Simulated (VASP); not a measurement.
Input of a VASP 6.6.1 run:

Contents of INCAR:

```
PREC     = Accurate       # precision mode
ENCUT    = 600            # plane-wave cutoff, eV
EDIFF    = 1E-7           # SCF threshold, eV
ISMEAR   = -1             # smearing method
SIGMA    = 0.1            # smearing width, eV
LREAL    = False          # projectors in reciprocal space
LASPH    = True           # aspherical terms in the spheres
NELM     = 60             # most SCF steps
ALGO     = Normal         # electronic algorithm
ISIF     = 3              # what is computed and relaxed
LWAVE    = False          # write WAVECAR
LCHARG   = False          # write CHGCAR
GGA      = CA             # functional
IBRION   = 2              # ionic algorithm
NSW      = 32             # ionic steps
EDIFFG   = -0.005         # ionic threshold
PSTRESS  = 930.0
```

KPOINTS

```
Automatic mesh
0
Gamma
  19 19 19
```

File POSCAR:

```
F
1.0
   -1.7232757217      1.7232757217      1.0555347349
    1.7232757217     -1.7232757217      1.0555347349
    1.7232757217      1.7232757217     -1.0555347349
F
2
Direct
   -0.3750000000     -0.1250000000     -0.2500000000
    0.3750000000      0.1250000000      0.2500000000
```

Potentials or basis: VASP PAW LDA potentials, release 64 (F).

Command:

```bash
$ cat potpaw_LDA.64/F/POTCAR > POTCAR
$ mpirun -np 1 vasp_std > vasp.out
```

**Question.** What does it give for the space group after relaxing (to 0.1 Å)?

**Answer.** I4_1/amd (No. 141).

**Question.** Estimate the band gap on the k mesh.

**Answer.** Zero (bands 7 and 8 overlap by 2.66 eV).

**Question.** Estimate the relaxed cell.

**Answer.** a = 2.655 Å, b = 2.655 Å, c = 2.655 Å, α = 99.08°, β = 99.08°, γ = 133.17°.

**Question.** Estimate the relaxed volume.

**Answer.** 6.26 Å³/atom.

Final structure:
```
F
1.0
    -1.72289    1.72289    1.05505
     1.72289   -1.72289    1.05505
     1.72289    1.72289   -1.05505
F
2
Cartesian
  1.7229 0.8614 0.7913
  0.0000 0.8614 0.2638
```

Caveat: the cell is relaxed towards a set pressure, so the run minimises the enthalpy, not the energy.
